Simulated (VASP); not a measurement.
# Si2W (I4/mmm) in VASP: single point with PBE+D3(BJ)

Aim: the single point of Si2W with PBE+D3(BJ).

All numbers are computed with VASP 6.6.1; they aren't measurements. Logs are shortened: lines on timing, memory, paths and dates and some standing lists are left out, and cuts for length are marked.

## 1. The cell of the first run

The structure is tetragonal, space group I4/mmm (No. 139). The conventional cell has a = 3.193 Å, b = 3.193 Å, c = 7.798 Å, α = 90.00°, β = 90.00°, γ = 90.00°. Within 3.4 Å of Si (site symmetry 4mm) lie 9 Si at 2.59 to 3.19 Å and 5 W at 2.60 to 2.61 Å. Within 3.4 Å of W (site symmetry 4/mmm) lie 10 Si at 2.60 to 2.61 Å and 4 W at 3.19 Å.

## 2. Single point, PBE+D3(BJ)

Contents of INCAR:

```
  PREC = Accurate
  ENCUT = 520
  EDIFF = 1E-6
  ISMEAR = 0
  SIGMA = 0.1
  LREAL = F
  LASPH = T
  NELM = 100
  ALGO = Normal
  ISIF = 2
  LWAVE = F
  LCHARG = F
  GGA = PE
  IVDW = 12
  NBANDS = 18
```

Contents of KPOINTS:

```
Automatic mesh
0
Gamma
  18 18 18
```

Contents of POSCAR:

```
Si2W
1.0
   -1.5965225114      1.5965225114      3.8991525812
    1.5965225114     -1.5965225114      3.8991525812
    1.5965225114      1.5965225114     -3.8991525812
Si W
2 1
Direct
    0.3341181340      0.3341181340      0.0000000000
    0.6658818660      0.6658818660      0.0000000000
    0.0000000000      0.0000000000      0.0000000000
```

Potentials or basis: VASP PAW PBE potentials, release 64 (Si, W_sv).

On the command line:

```
cat potpaw_PBE.64/Si/POTCAR potpaw_PBE.64/W_sv/POTCAR > POTCAR
mpirun -np 1 vasp_std > vasp.out
```

OUTCAR:

```text
PREC = Accurate
   ENCUT = 520
   EDIFF = 1E-6
   ISMEAR = 0
   LREAL = F
   LASPH = T
   NELM = 100
   ISIF = 2
   GGA = PE
   IVDW = 12
 IVDW          = 12

 ion  position               nearest neighbor table
   1  0.334  0.334  0.000-   2 2.59   3 2.60   3 2.60   3 2.60   3 2.60   3 2.61   2 2.61   2 2.61
                             2 2.61   2 2.61
   2  0.666  0.666  0.000-   1 2.59   3 2.60   3 2.60   3 2.60   3 2.60   3 2.61   1 2.61   1 2.61
                             1 2.61   1 2.61
   3  0.000  0.000  0.000-   2 2.60   1 2.60   2 2.60   1 2.60   2 2.60   1 2.60   1 2.60   2 2.60
                             1 2.61   2 2.61

  LATTYP: Found a body centered tetragonal cell.
 ALAT       =     3.1930450228
 C/A-ratio  =     2.4422784855

  Lattice vectors:

 A1 = (  -1.5965225114,   1.5965225114,   3.8991525812)
 A2 = (   1.5965225114,  -1.5965225114,   3.8991525812)
 A3 = (   1.5965225114,   1.5965225114,  -3.8991525812)

Analysis of symmetry for initial positions (statically):
=====================================================================
 Subroutine PRICEL returns:
 Original cell was already a primitive cell.

 Routine SETGRP: Setting up the symmetry group for a
 body centered tetragonal supercell.

 Subroutine GETGRP returns: Found 16 space group operations
 (whereof 16 operations were pure point group operations)
 out of a pool of 16 trial point group operations.

The static configuration has the point symmetry D_4h.

Analysis of symmetry for dynamics (positions and initial velocities):
=====================================================================
 Subroutine PRICEL returns:
 Original cell was already a primitive cell.

 Routine SETGRP: Setting up the symmetry group for a
 body centered tetragonal supercell.

 Subroutine GETGRP returns: Found 16 space group operations
 (whereof 16 operations were pure point group operations)
 out of a pool of 16 trial point group operations.

The dynamic configuration has the point symmetry D_4h.

 Subroutine INISYM returns: Found 16 space group operations
 (whereof 16 operations are pure point group operations),
 and found     1 'primitive' translations

----------------------------------------------------------------------------------------

                                     Primitive cell

  volume of cell :      39.7540

  direct lattice vectors                    reciprocal lattice vectors
    -1.596522511  1.596522511  3.899152581     0.000000000  0.313180676  0.128232992
     1.596522511 -1.596522511  3.899152581     0.313180676  0.000000000  0.128232992
     1.596522511  1.596522511 -3.899152581     0.313180676  0.313180676  0.000000000

  length of vectors
     4.505680760  4.505680760  4.505680760     0.338416661  0.338416661  0.442904360

  position of ions in fractional coordinates (direct lattice)
     0.334118134  0.334118134  0.000000000
     0.665881866  0.665881866  0.000000000
     0.000000000  0.000000000  0.000000000

  ion indices of the primitive-cell ions
   primitive index   ion index
                 1           1
                 2           2
                 3           3

----------------------------------------------------------------------------------------

 KPOINTS: Automatic mesh

Automatic generation of k-mesh.
 Grid dimensions read from file:
 generate k-points for:   18   18   18

 Generating k-lattice:

  Cartesian coordinates                     Fractional coordinates (reciprocal lattice)
     0.000000000  0.017398926  0.007124055     0.055555556 -0.000000000  0.000000000
     0.017398926  0.000000000  0.007124055    -0.000000000  0.055555556  0.000000000
     0.017398926  0.017398926  0.000000000     0.000000000  0.000000000  0.055555556

  Length of vectors
     0.018800926  0.018800926  0.024605798

  Shift w.r.t. Gamma in fractional coordinates (k-lattice)
     0.000000000  0.000000000  0.000000000

 Subroutine IBZKPT returns following result:
 ===========================================

 Found    480 irreducible k-points:

 Following reciprocal coordinates:
            Coordinates               Weight
  0.000000  0.000000  0.000000      1.000000
  0.055556 -0.000000  0.000000      8.000000
  0.111111 -0.000000  0.000000      8.000000
  0.166667 -0.000000  0.000000      8.000000
  0.222222  0.000000 -0.000000      8.000000
  0.277778 -0.000000  0.000000      8.000000
[... 16 lines left out ...]
 -0.277778  0.055556 -0.000000     16.000000
 -0.222222  0.055556  0.000000     16.000000
 [... further k-points ...]
   k-points           NKPTS =    480   k-points in BZ     NKDIM =    480   number of bands    NBANDS=     18
   number of dos      NEDOS =    301   number of ions     NIONS =      3
   total plane-waves  NPLWV =  46656
   dimension x,y,z NGX =    36 NGY =   36 NGZ =   36
   dimension x,y,z NGXF=    72 NGYF=   72 NGZF=   72
   ions per type =               2   1
   NGX,Y,Z   is equivalent  to a cutoff of  13.28, 13.28, 13.28 a.u.
   NGXF,Y,Z  is equivalent  to a cutoff of  26.57, 26.57, 26.57 a.u.
 SYSTEM =  unknown system
   PREC   = accura    normal or accurate (medium, high low for compatibility)
   ISTART =      0    job   : 0-new  1-cont  2-samecut
   ICHARG =      2    charge: 1-file 2-atom 10-const
   ISPIN  =      1    spin polarized calculation?
   LNONCOLLINEAR =      F non collinear calculations
   LSORBIT =      F    spin-orbit coupling
   LASPH  =      T    aspherical Exc in radial PAW
   ENCUT  =  520.0 eV  38.22 Ry    6.18 a.u.   8.38  8.38  8.38*2*pi/ulx,y,z
   NELM   =    100;   NELMIN=  2; NELMDL= -5     # of ELM steps
   EDIFF  = 0.1E-05   stopping-criterion for ELM
   LREAL  =      F    real-space projection
   EDIFFG = 0.1E-04   stopping-criterion for IOM
   NSW    =      0    number of steps for IOM
   IBRION =     -1    ionic relax: 0-MD 1-quasi-New 2-CG
   NFREE  =      0    steps in history (QN), initial steepest desc. (CG)
   ISIF   =      2    stress and relaxation
   ISYM   =      2    0-nonsym 1-usesym 2-fastsym
   POTIM  = 0.5000    time-step for ionic-motion
   TEBEG  =    0.0;   TEEND  =   0.0 temperature during run
   PSTRESS=    0.0 pullay stress
   NELECT =      22.0000    total number of electrons
   NUPDOWN=      -1.0000    fix difference up-down
   EMIN   =  10.00;   EMAX   =-10.00  energy-range for DOS
   EFERMI =   0.00;   METHOD = LEGACY
   ISMEAR =     0;   SIGMA  =   0.10  broadening in eV -4-tet -1-fermi 0-gaus
   EFERMI_NEDOS =   21; number of points for ismear=-14 and -15
   IALGO  =     38    algorithm
   IMIX   =      4    mixing-type and parameters
     AMIX     =   0.40;   BMIX     =  1.00
     AMIX_MAG =   1.60;   BMIX_MAG =  1.00
  volume/ion in A,a.u.               =      13.25        89.42
  Fermi-wavevector in a.u.,A,eV,Ry     =   1.344071  2.539926 24.579299  1.806527
  Thomas-Fermi vector in A             =   2.472094
   LORBIT       =      0    0 simple, 1 ext, 2 COOP (PROOUT), +10 PAW based schemes
   GGA     = PE    functional components
   LHFCALC =     F    Hartree Fock is set to
   AEXX    =    0.0000 exact exchange contribution
   IVDW    =    12    specifies the selected vdW correction
   LEPSILON=     F    determine dielectric tensor
   LRPA    =     F    only Hartree local field effects (RPA)
 non-spin polarized calculation
 Gauss-broadening in eV      SIGMA  =   0.10
  energy-cutoff  :      520.00
  volume of cell :       39.75
 maximum number of plane-waves:      1088
 NGX is ok and might be reduce to    36
   NGX = 17   NGY = 17   NGZ = 17

 number of electron      21.9999999 magnetization

 Free energy of the ion-electron system (eV)
  ---------------------------------------------------
  ext. energy  EPLUGINS =         0.00000000
  ---------------------------------------------------
  free energy    TOTEN  =       -24.78674408 eV

  energy without entropy =      -24.78585103  energy(sigma->0) =      -24.78629755

 E-fermi :  12.2164     XC(G=0): -12.6105

 val. band max:       12.1865900488   @ k =  -0.3889   0.5000   0.3333
 cond. band min:      12.2611207181   @ k =  -0.3889  -0.4444   0.3333
 fundamental gap:      0.0745306693
 Fermi energy:        12.2163929743

 k-point     1 :       0.0000    0.0000    0.0000
  band No.  band energies     occupation
      1     -61.6043      2.00000
      2     -25.8864      2.00000
      3     -25.8504      2.00000
      4     -25.8504      2.00000
      5      -2.0197      2.00000
      6       5.2494      2.00000
[... 10 lines left out ...]
     17      17.9927      0.00000
     18      17.9927      0.00000

 k-point     2 :       0.0556   -0.0000    0.0000
  band No.  band energies     occupation
      1     -61.6041      2.00000
      2     -25.8858      2.00000
      3     -25.8576      2.00000
      4     -25.8498      2.00000
      5      -1.9597      2.00000
      6       5.2567      2.00000
[... 10 lines left out ...]
     17      17.9971      0.00000
     18      18.2182      0.00000

 k-point     3 :       0.1111   -0.0000    0.0000
  band No.  band energies     occupation
      1     -61.6033      2.00000
      2     -25.8843      2.00000
      3     -25.8782      2.00000
      4     -25.8479      2.00000
      5      -1.7808      2.00000
      6       5.2689      2.00000
[... 10 lines left out ...]
     17      18.0570      0.00000
     18      18.7676      0.00000

 k-point     4 :       0.1667   -0.0000    0.0000
  band No.  band energies     occupation
      1     -61.6022      2.00000
      2     -25.9098      2.00000
      3     -25.8819      2.00000
      4     -25.8450      2.00000
      5      -1.4873      2.00000
      6       5.2509      2.00000
[... 375 lines left out ...]
      4     -25.8410      2.00000
      5      -0.0363      2.00000
      6       4.4262      2.00000
[... 10 lines left out ...]
     17      19.6239      0.00000
     18      20.5696      0.00000

 k-point    23 :      -0.2778    0.0556   -0.0000
  band No.  band energies     occupation
      1     -61.5992      2.00000
      2     -25.9878      2.00000
      3     -25.8744      2.00000
      4     -25.8446      2.00000
      5      -0.6116      2.00000
      6       5.0171      2.00000
[... 10 lines left out ...]
     17      19.3675      0.00000
     18      20.3685      0.00000

 k-point    24 :      -0.2222    0.0556    0.0000
  band No.  band energies     occupation
      1     -61.6006      2.00000
      2     -25.9473      2.00000
      3     -25.8776      2.00000
      4     -25.8484      2.00000
      5      -1.0969      2.00000
      6       5.3988      2.00000
[... 10 lines left out ...]
     17      18.6498      0.00000
     18      20.4842      0.00000

 [... further k-points ...]

------------------------ aborting loop because EDIFF is reached ----------------------------------------

 Edisp (eV)   -1.74728

 E8    (eV) :    -0.7890

  FORCE on cell =-STRESS in cart. coord.  units (eV):
  Direction    XX          YY          ZZ          XY          YZ          ZX
  --------------------------------------------------------------------------------------
  -------------------------------------------------------------------------------------
  Total       0.03033     0.03033     0.00017     0.00000     0.00000     0.00000
  in kB       1.22225     1.22225     0.00671     0.00000     0.00000     0.00000
  external pressure =        0.82 kB  Pullay stress =        0.00 kB

 VOLUME and BASIS-vectors are now :
 -----------------------------------------------------------------------------
  energy-cutoff  :      520.00
  volume of cell :       39.75
      direct lattice vectors                 reciprocal lattice vectors
    -1.596522511  1.596522511  3.899152581     0.000000000  0.313180676  0.128232992
     1.596522511 -1.596522511  3.899152581     0.313180676  0.000000000  0.128232992
     1.596522511  1.596522511 -3.899152581     0.313180676  0.313180676  0.000000000

 POSITION                                       TOTAL-FORCE (eV/Angst)
 -----------------------------------------------------------------------------------
      0.00000      0.00000      2.60556        -0.000000     -0.000000     -0.002780
      0.00000      0.00000      5.19275         0.000000      0.000000      0.002780
      0.00000      0.00000      0.00000        -0.000000     -0.000000     -0.000000
 -----------------------------------------------------------------------------------
    total drift:                               -0.000000      0.000000     -0.000000

  FREE ENERGIE OF THE ION-ELECTRON SYSTEM (eV)
  ---------------------------------------------------
  free  energy   TOTEN  =       -26.5340261265 eV

  energy  without entropy=      -26.5331330800  energy(sigma->0) =      -26.53357960
```

Run time: 10 min. Hardware: 1 thread of Intel Xeon 8259CL, shared host; peak memory 0.47 GiB.

What came out:

- Free energy: -26.5340 eV
- Pressure: 0.1 GPa
- Band gap on the k mesh: zero (bands 11 and 12 overlap by 1.33 eV)
- Dispersion energy per atom: -0.582 eV

Forces on the atoms (eV/Å):
```
Si   0.000  0.000 -0.003
Si   0.000  0.000  0.003
W    0.000  0.000  0.000
```

Stress tensor (GPa, compression positive):
```
0.12 0.00 0.00
0.00 0.12 0.00
0.00 0.00 0.00
```

Caveat: spin-orbit coupling is left out, which moves the levels of the heavy elements.

The gap in the log of VASP goes by the Fermi energy; the results here count the filled bands.